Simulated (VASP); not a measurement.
Set up this calculation in VASP 6.6.1, as the native input.

```
Task                   : relaxation of cell and atoms
Functional             : PBE
Potentials or basis    : VASP PAW PBE potentials, release 64 (Al, As)
Cutoff                 : 600 eV
k mesh                 : 6 × 6 × 6
Occupations            : gaussian, width 0.1 eV
Spin                   : no spin polarisation
Dipole correction      : no
Further INCAR settings : ALGO = Normal; EDIFF = 1e-06; IBRION = 2; EDIFFG = -0.04; NSW = 90; ISIF = 3
```

The structure of AlAs2 lies in POSCAR:

```
AlAs2
1.0
    1.7757834020      1.0252490251      5.3633201422
   -1.7757834020      1.0252490251      5.3633201422
    0.0000000000     -2.0504980503      5.3633201422
Al As
1 2
Direct
    0.0000000000      0.0000000000      0.0000000000
    0.7500000000      0.7500000000      0.7500000000
    0.2500000000      0.2500000000      0.2500000000
```

One way to write it, as run:

INCAR

```
SYSTEM = AlAs2
PREC = Accurate
ENCUT = 600
EDIFF = 1E-6
ISMEAR = 0
SIGMA = 0.1
LREAL = .False.
LASPH = .True.
NELM = 80
ALGO = Normal
ISIF = 3
LWAVE = .False.
LCHARG = .False.
GGA = PE
IBRION = 2
NSW = 90
EDIFFG = -0.04
```

KPOINTS

```
Automatic mesh
0
Gamma
  6 6 6
  0 0 0
```

Potentials or basis: VASP PAW PBE potentials, release 64 (Al, As).

The run is started by

```sh
$ cat potpaw_PBE.64/Al/POTCAR potpaw_PBE.64/As/POTCAR > POTCAR
$ mpirun -np 1 vasp_std > vasp.out
```

It gave:

```
Relaxed volume                         : 20.16 Å³/atom
Relaxed cell                           : a = 5.251 Å, b = 5.251 Å, c = 5.251 Å, α = 42.77°, β = 42.77°, γ = 42.77°
Space group after relaxing (to 0.05 Å) : R-3m (No. 166)
Energy gained by relaxing              : 242.8 meV/atom
Ionic steps                            : 19
Pressure after relaxing                : 0.2 GPa
Largest force after relaxing           : 0.019 eV/Å
```

Run time: 4.3 min on 1 thread of Intel(R) Xeon(R) 6975P-C (Granite Rapids), with other jobs on the host, peak memory 0.36 GiB.
